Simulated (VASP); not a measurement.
**SiNi: single point with PBEsol**

Crystal: SiNi.

```
CELL_PARAMETERS angstrom
4.50369 0.00000 0.00000
0.00000 4.50369 0.00000
0.00000 0.00000 4.50369
ATOMIC_POSITIONS crystal
Ni 0.14950 0.14950 0.14950
Ni 0.64950 0.35050 0.85050
Ni 0.85050 0.64950 0.35050
Ni 0.35050 0.85050 0.64950
Si 0.84683 0.84683 0.84683
Si 0.34683 0.65317 0.15317
Si 0.15317 0.34683 0.65317
Si 0.65317 0.15317 0.34683
```

* Program: VASP 6.6.1
* Task: single point
* Functional: PBEsol
* Potentials or basis: VASP PAW PBE potentials, release 64 (Ni, Si)
* Cutoff: 520 eV
* k mesh: 6 × 6 × 6
* Occupations: fermi-dirac, width 0.05 eV
* Spin: collinear spin, ferromagnetic start
* Starting moments: [1.0, 1.0, 1.0, 1.0, 0.0, 0.0, 0.0, 0.0] μB

```json
{
  "Pressure": "-4.4 GPa",
  "Largest force": "0.039 eV/Å",
  "Band gap on the k mesh": "zero (filled and empty bands overlap)",
  "Net moment": "0.00 μB per cell",
  "Valence electrons inside the program's atomic spheres": "Ni 9.56; Si 1.58"
}
```

Forces on the atoms (eV/Å):
```
Ni  -0.022 -0.022 -0.022
Ni  -0.022  0.022  0.022
Ni   0.022 -0.022  0.022
Ni   0.022  0.022 -0.022
Si  -0.021 -0.021 -0.021
Si  -0.021  0.021  0.021
Si   0.021 -0.021  0.021
Si   0.021  0.021 -0.021
```

Levels at points of the mesh, in eV from the Fermi level:
Spin up:
| k point | band 25 | band 26 | band 27 | band 28 | band 29 | band 30 | band 31 | band 32 |
| --- | --- | --- | --- | --- | --- | --- | --- | --- |
| (0.00, 0.00, 0.00) | -1.59 | -1.59 | -1.59 | 1.00 | 1.00 | 1.00 | 1.41 | 1.41 |
| (0.50, 0.00, 0.00) | -1.96 | -1.96 | -0.59 | -0.59 | -0.18 | -0.18 | 2.77 | 2.77 |
| (0.50, 0.50, 0.00) | -1.50 | -1.50 | -0.94 | -0.94 | 0.36 | 0.36 | 0.89 | 0.89 |
| (0.50, 0.50, 0.50) | -1.75 | -1.75 | -1.75 | -1.75 | 4.20 | 4.20 | 4.20 | 4.20 |
Spin down:
```csv
k point,band 26,band 27,band 28,band 29,band 30,band 31
"(0.00, 0.00, 0.00)",-1.59,-1.59,1.00,1.00,1.00,1.41
"(0.50, 0.00, 0.00)",-1.96,-0.59,-0.59,-0.18,-0.18,2.77
"(0.50, 0.50, 0.00)",-1.50,-0.94,-0.94,0.36,0.36,0.89
"(0.50, 0.50, 0.50)",-1.75,-1.75,-1.75,4.20,4.20,4.20
```

It took 3.4 min on 1 thread of Intel(R) Xeon(R) Platinum 8259CL CPU @ 2.50GHz (Skylake/Cascade Lake), with other jobs on the host, peak memory 0.31 GiB.

Caveat: the cell stands under tension; the moments typed at the start vanished in this run; the PAW data sets were made with another functional, which shifts forces and pressure a little.
